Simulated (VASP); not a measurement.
# H27C5Cl5 in VASP: a series of runs, part 4 of 4

VASP 6.6.1. Earlier steps stand in the parts before.

### Step 5. Single point, r2SCAN+D3(BJ)

File POSCAR:

```
H27C5Cl5
1.0
    8.3203350000      0.0000000000      0.0000000000
    0.0000000000      8.3203350000      0.0000000000
    0.0000000000      0.0000000000      8.3203350000
C Cl H
5 5 27
Direct
    0.2934256854      0.5265653366      0.0570049163
    0.3669563786      0.0206361883      0.1037097665
    0.7785984579      0.8969110018      0.5188733386
    0.5964904057      0.3218380029      0.5889426327
   -0.0708985876      0.2049316524      0.1726252609
    0.2586073758      0.5285844861      0.2640999431
    0.5187291137      0.1478786611      0.1714113675
    0.9796720925      0.8516243637      0.4897158588
    0.7020390405      0.4693561016      0.4717598510
   -0.0710428126      0.1991386164     -0.0383878774
    0.3611393051      0.6322822338      0.0270181429
    0.3605744240      0.4068586181      0.0314410417
    0.1692600118      0.5536075170      0.0046392363
    0.2520331213      0.0305035795      0.1688032994
    0.3483032835      0.0269700679     -0.0219101755
    0.4126155978     -0.1040703289      0.1335883711
    0.7436960170      0.9259242567      0.6373421262
    0.7396817556      0.9823282356      0.4377828537
    0.7154399432      0.7916748544      0.4832257355
    0.6702855113      0.2837265567      0.6908135309
    0.4826969106      0.3691798467      0.6413443689
    0.5922477881      0.2329834075      0.4992106688
    0.0266335430      0.2691958918      0.2303392832
   -0.1715555924      0.2654941177      0.2116020569
   -0.0675573760      0.0769920923      0.2119746380
    0.6522093161      0.7328310699      0.1093826150
    0.5661791262      0.7545008705      0.0945755189
    0.7996793398      0.5470933562      0.1457753804
    0.8290651759      0.5653738702      0.0686991569
    0.7636952118      0.6622089135      0.8212650092
    0.6953926735      0.6026920791      0.8068064567
    0.4224228952      0.0352029095      0.5433675447
    0.3496013081      0.0764752862      0.6008171546
    0.2884739617      0.6293857158      0.7224348539
    0.2695564542      0.6997554786      0.7636110806
    1.0834058965      0.2404470493      0.5629460833
    0.9905370397      0.2315291392      0.5695563941
```

File INCAR.step1:

```
  PREC = Accurate
  ENCUT = 520
  ISMEAR = -1
  SIGMA = 0.05
  LREAL = Auto
  LASPH = True
  NELM = 80
  NBANDS = 65
  GGA = PE
  ALGO = Normal
  EDIFF = 1E-4
  LWAVE = True
  LCHARG = False
```

File INCAR.step2:

```
  PREC = Accurate
  ENCUT = 520
  EDIFF = 1E-6
  ISMEAR = -1
  SIGMA = 0.05
  LREAL = Auto
  LASPH = True
  NELM = 80
  ALGO = Normal
  ISIF = 2
  LWAVE = False
  LCHARG = False
  METAGGA = R2SCAN
  LMIXTAU = True
  IVDW = 12
  VDW_S6 = 1.0
  VDW_S8 = 0.78981345
  VDW_A1 = 0.49484001
  VDW_A2 = 5.73083694
  NBANDS = 65
  ISTART = 1
```

File KPOINTS:

```
regular mesh
0
Gamma
  1 1 1
```

Potentials or basis: VASP PAW PBE potentials, release 64 (C, Cl, H).

On the command line:

```sh
cat potpaw_PBE.64/C/POTCAR potpaw_PBE.64/Cl/POTCAR potpaw_PBE.64/H/POTCAR > POTCAR
cp INCAR.step1 INCAR
mpirun -np 1 vasp_gam > vasp.out
cp INCAR.step2 INCAR
mpirun -np 1 vasp_gam > vasp.out
```

OUTCAR:

```text
PREC = Accurate
   ENCUT = 520
   EDIFF = 1E-6
   ISMEAR = -1
   LREAL = Auto
   LASPH = True
   NELM = 80
   ISIF = 2
   METAGGA = R2SCAN
   IVDW = 12
   ISTART = 1
 IVDW          = 12

 ion  position               nearest neighbor table
   1  0.293  0.527  0.057-  11 1.07  13 1.14  12 1.16   6 1.75
   2  0.367  0.021  0.104-  15 1.06  14 1.10  16 1.13   7 1.74
   3  0.779  0.897  0.519-  18 1.03  17 1.06  19 1.06   8 1.73
   4  0.596  0.322  0.589-  22 1.05  20 1.09  21 1.11   9 1.80
   5  0.929  0.205  0.173-  24 1.03  23 1.08  25 1.11  10 1.76
   6  0.259  0.529  0.264-   1 1.75
   7  0.519  0.148  0.171-   2 1.74
   8  0.980  0.852  0.490-   3 1.73
   9  0.702  0.469  0.472-   4 1.80
  10  0.929  0.199  0.962-   5 1.76
  11  0.361  0.632  0.027-   1 1.07
[... 24 lines left out ...]
  36  0.083  0.240  0.563-  37 0.78
  37  0.991  0.232  0.570-  36 0.78

  LATTYP: Found a simple cubic cell.
 ALAT       =     8.3203350000

  Lattice vectors:

 A1 = (   8.3203350000,   0.0000000000,   0.0000000000)
 A2 = (   0.0000000000,   8.3203350000,   0.0000000000)
 A3 = (   0.0000000000,   0.0000000000,   8.3203350000)

Analysis of symmetry for initial positions (statically):
=====================================================================
 Subroutine PRICEL returns:
 Original cell was already a primitive cell.

 Routine SETGRP: Setting up the symmetry group for a
 simple cubic supercell.

 Subroutine GETGRP returns: Found  1 space group operations
 (whereof  1 operations were pure point group operations)
 out of a pool of 48 trial point group operations.

The static configuration has the point symmetry C_1 .

Analysis of symmetry for dynamics (positions and initial velocities):
=====================================================================
 Subroutine PRICEL returns:
 Original cell was already a primitive cell.

 Routine SETGRP: Setting up the symmetry group for a
 simple cubic supercell.

 Subroutine GETGRP returns: Found  1 space group operations
 (whereof  1 operations were pure point group operations)
 out of a pool of 48 trial point group operations.

The dynamic configuration has the point symmetry C_1 .

 Subroutine INISYM returns: Found  1 space group operations
 (whereof  1 operations are pure point group operations),
 and found     1 'primitive' translations

----------------------------------------------------------------------------------------

                                     Primitive cell

  volume of cell :     575.9999

  direct lattice vectors                    reciprocal lattice vectors
     8.320335000  0.000000000  0.000000000     0.120187468  0.000000000  0.000000000
     0.000000000  8.320335000  0.000000000     0.000000000  0.120187468  0.000000000
     0.000000000  0.000000000  8.320335000     0.000000000  0.000000000  0.120187468

  length of vectors
     8.320335000  8.320335000  8.320335000     0.120187468  0.120187468  0.120187468

  position of ions in fractional coordinates (direct lattice)
     0.293425685  0.526565337  0.057004916
     0.366956379  0.020636188  0.103709767
     0.778598458  0.896911002  0.518873339
     0.596490406  0.321838003  0.588942633
     0.929101412  0.204931652  0.172625261
     0.258607376  0.528584486  0.264099943
[... 29 lines left out ...]
     0.083405896  0.240447049  0.562946083
     0.990537040  0.231529139  0.569556394

  ion indices of the primitive-cell ions
   primitive index   ion index
                 1           1
                 2           2
                 3           3
                 4           4
                 5           5
                 6           6
[... 29 lines left out ...]
                36          36
                37          37

----------------------------------------------------------------------------------------

 KPOINTS: regular mesh

Automatic generation of k-mesh.
 Grid dimensions read from file:
 generate k-points for:    1    1    1

 Generating k-lattice:

  Cartesian coordinates                     Fractional coordinates (reciprocal lattice)
     0.120187468  0.000000000  0.000000000     1.000000000  0.000000000  0.000000000
     0.000000000  0.120187468  0.000000000     0.000000000  1.000000000  0.000000000
     0.000000000  0.000000000  0.120187468     0.000000000  0.000000000  1.000000000

  Length of vectors
     0.120187468  0.120187468  0.120187468

  Shift w.r.t. Gamma in fractional coordinates (k-lattice)
     0.000000000  0.000000000  0.000000000

 Subroutine IBZKPT returns following result:
 ===========================================

 Found      1 irreducible k-points:

 Following reciprocal coordinates:
            Coordinates               Weight
  0.000000  0.000000  0.000000      1.000000
   k-points           NKPTS =      1   k-points in BZ     NKDIM =      1   number of bands    NBANDS=     65
   number of dos      NEDOS =    301   number of ions     NIONS =     37
   total plane-waves  NPLWV = 262144
   dimension x,y,z NGX =    64 NGY =   64 NGZ =   64
   dimension x,y,z NGXF=   128 NGYF=  128 NGZF=  128
   ions per type =               5   5  27
   NGX,Y,Z   is equivalent  to a cutoff of  12.79, 12.79, 12.79 a.u.
   NGXF,Y,Z  is equivalent  to a cutoff of  25.58, 25.58, 25.58 a.u.
 SYSTEM =  unknown system
   PREC   = accura    normal or accurate (medium, high low for compatibility)
   ISTART =      1    job   : 0-new  1-cont  2-samecut
   ICHARG =      0    charge: 1-file 2-atom 10-const
   ISPIN  =      1    spin polarized calculation?
   LNONCOLLINEAR =      F non collinear calculations
   LSORBIT =      F    spin-orbit coupling
   LASPH  =      T    aspherical Exc in radial PAW
   ENCUT  =  520.0 eV  38.22 Ry    6.18 a.u.  15.47 15.47 15.47*2*pi/ulx,y,z
   NELM   =     80;   NELMIN=  2; NELMDL=  0     # of ELM steps
   EDIFF  = 0.1E-05   stopping-criterion for ELM
   LREAL  =      T    real-space projection
   EDIFFG = 0.1E-04   stopping-criterion for IOM
   NSW    =      0    number of steps for IOM
   IBRION =     -1    ionic relax: 0-MD 1-quasi-New 2-CG
   NFREE  =      0    steps in history (QN), initial steepest desc. (CG)
   ISIF   =      2    stress and relaxation
   ISYM   =      2    0-nonsym 1-usesym 2-fastsym
   POTIM  = 0.5000    time-step for ionic-motion
   TEBEG  =    0.0;   TEEND  =   0.0 temperature during run
   PSTRESS=    0.0 pullay stress
   NELECT =      82.0000    total number of electrons
   NUPDOWN=      -1.0000    fix difference up-down
   EMIN   =  10.00;   EMAX   =-10.00  energy-range for DOS
   EFERMI =   0.00;   METHOD = LEGACY
   ISMEAR =    -1;   SIGMA  =   0.05  broadening in eV -4-tet -1-fermi 0-gaus
   EFERMI_NEDOS =   21; number of points for ismear=-14 and -15
   IALGO  =     38    algorithm
   IMIX   =      4    mixing-type and parameters
     AMIX     =   0.40;   BMIX     =  1.00
     AMIX_MAG =   1.60;   BMIX_MAG =  1.00
  volume/ion in A,a.u.               =      15.57       105.06
  Fermi-wavevector in a.u.,A,eV,Ry     =   0.854815  1.615366  9.941888  0.730708
  Thomas-Fermi vector in A             =   1.971469
   LORBIT       =      0    0 simple, 1 ext, 2 COOP (PROOUT), +10 PAW based schemes
   METAGGA = R2SCAN    functional components
   LHFCALC =     F    Hartree Fock is set to
   AEXX    =    0.0000 exact exchange contribution
   IVDW    =    12    specifies the selected vdW correction
   LEPSILON=     F    determine dielectric tensor
   LRPA    =     F    only Hartree local field effects (RPA)
 non-spin polarized calculation
  energy-cutoff  :      520.00
  volume of cell :      576.00
 maximum number of plane-waves:      7758
 NGX is ok and might be reduce to    64
   NGX = 31   NGY = 31   NGZ = 31

 number of electron      82.0000001 magnetization

 Free energy of the ion-electron system (eV)
  ---------------------------------------------------
  ext. energy  EPLUGINS =         0.00000000
  ---------------------------------------------------
  free energy    TOTEN  =      -178.24093913 eV

  energy without entropy =     -178.24093913  energy(sigma->0) =     -178.24093913

 E-fermi :  -2.8950     XC(G=0):  -5.9485

 val. band max:       -4.1444490904   @ k =   0.0000   0.0000   0.0000
 cond. band min:       2.1547023707   @ k =   0.0000   0.0000   0.0000
 fundamental gap:      6.2991514610
 Fermi energy:        -2.8949802692

 k-point     1 :       0.0000    0.0000    0.0000
  band No.  band energies     occupation
      1     -19.9671      2.00000
      2     -19.7009      2.00000
      3     -19.5591      2.00000
      4     -19.5159      2.00000
      5     -19.4403      2.00000
      6     -14.8635      2.00000
[... 45 lines left out ...]
     52       4.0990      0.00000
     53       4.1655      0.00000
 [bands above 53 left out]

------------------------ aborting loop because EDIFF is reached ----------------------------------------

 Edisp (eV)   -0.69060

 E8    (eV) :    -0.1246

  FORCE on cell =-STRESS in cart. coord.  units (eV):
  Direction    XX          YY          ZZ          XY          YZ          ZX
  --------------------------------------------------------------------------------------
  -------------------------------------------------------------------------------------
  Total      -0.48817     1.64663     5.12802     3.04059     0.21091     0.38439
  in kB      -1.35787     4.58021    14.26389     8.45757     0.58666     1.06919
  external pressure =        5.83 kB  Pullay stress =        0.00 kB

 VOLUME and BASIS-vectors are now :
 -----------------------------------------------------------------------------
  energy-cutoff  :      520.00
  volume of cell :      576.00
      direct lattice vectors                 reciprocal lattice vectors
     8.320335000  0.000000000  0.000000000     0.120187468  0.000000000  0.000000000
     0.000000000  8.320335000  0.000000000     0.000000000  0.120187468  0.000000000
     0.000000000  0.000000000  8.320335000     0.000000000  0.000000000  0.120187468

 POSITION                                       TOTAL-FORCE (eV/Angst)
 -----------------------------------------------------------------------------------
      2.44140      4.38120      0.47430        -1.041422     -0.856729     -0.731555
      3.05320      0.17170      0.86290        -0.210670     -2.545761      1.520044
      6.47820      7.46260      4.31720        -0.254066     -1.438537     -0.116021
      4.96300      2.67780      4.90020         0.351699      1.115012      0.958883
      7.73044      1.70510      1.43630         1.452653     -2.021118      0.372736
      2.15170      4.39800      2.19740         0.030536      0.055991      1.144280
[... 29 lines left out ...]
      0.69396      2.00060      4.68390        -1.138203     -0.091900      0.076318
      8.24160      1.92640      4.73890         1.156781      0.150267     -0.077146
 -----------------------------------------------------------------------------------
    total drift:                               -0.005059      0.016436      0.000955

  FREE ENERGIE OF THE ION-ELECTRON SYSTEM (eV)
  ---------------------------------------------------
  free  energy   TOTEN  =      -178.9315406025 eV

  energy  without entropy=     -178.9315406024  energy(sigma->0) =     -178.93154060
```

It took 6.5 min on 1 thread of Intel Xeon Platinum 8259CL at 2.50GHz (Skylake/Cascade Lake), shared host; peak memory 0.62 GiB.

Results:

```yaml
Free_energy: -178.9315 eV
Pressure: 0.6 GPa
Largest_force: 2.973 eV/Å
Band_gap_on_the_k_mesh: 6.30 eV
Dispersion_energy_per_atom: -0.019 eV
```

Forces on the atoms (eV/Å):
```
C   -1.041 -0.857 -0.732
C   -0.211 -2.546  1.520
C   -0.254 -1.439 -0.116
C    0.352  1.115  0.959
C    1.453 -2.021  0.373
Cl   0.031  0.056  1.144
Cl   0.124  0.670  0.070
Cl   0.983  0.044  0.142
Cl  -0.012  0.428  0.388
Cl   0.320  0.291 -0.414
H    0.707  0.068 -0.125
H   -1.260  1.823 -0.221
H    1.493 -1.197  0.048
H    0.443  0.547 -0.086
H   -0.031  0.383 -1.053
H   -0.613  1.086 -0.407
H    0.189  0.367  1.246
H   -0.355  1.952 -1.339
H   -0.588 -0.907  0.042
H    0.218  0.092 -0.210
H    0.505 -0.301 -0.934
H   -0.938 -1.267 -0.275
H    0.669  0.073 -0.586
H   -2.160  0.746  0.590
H   -0.200  0.867  0.016
H   -0.331  0.164 -0.016
H    0.362 -0.036  0.072
H   -0.405 -0.411  1.475
H    0.660  0.212 -1.388
H   -0.566 -0.474 -0.160
H    0.563  0.511  0.100
H   -1.894  0.953  1.448
H    1.754 -1.119 -1.423
H    0.431 -1.544 -0.980
H   -0.415  1.611  0.832
H   -1.138 -0.092  0.076
H    1.157  0.150 -0.077
```

Stress tensor (GPa, compression positive):
```
-0.14  0.85  0.11
 0.85  0.46  0.06
 0.11  0.06  1.43
```

Caveat: the k points lie up to 0.76 Å⁻¹ apart; the PAW data sets were made with another functional, which shifts forces and pressure a little.

### Step 6. The runs side by side

| cell | gap on the mesh (eV) | pressure (GPa) | largest force (eV/Å) |
| --- | --- | --- | --- |
| as given, atomic positions A | 6.40 | -0.3 | 0.28 |
| as given, atomic positions B | 6.29 | 0.2 | 3.50 |
| as given, atomic positions C | 6.32 | -0.4 | 2.82 |
| as given, atomic positions D | 6.30 | 0.6 | 2.97 |

Alike in all rows: task single point; level r2SCAN+D3(BJ); potentials or basis VASP PAW PBE potentials, release 64 (C, Cl, H); no spin polarisation; k mesh 1 × 1 × 1; cutoff (eV) 520; smearing fermi-dirac 0.05 eV.

Caveats: all runs use coarse meshes; the PAW data sets were made with another functional, which shifts forces and pressure a little.

Absolute energies hang on the potentials; compare differences alone.
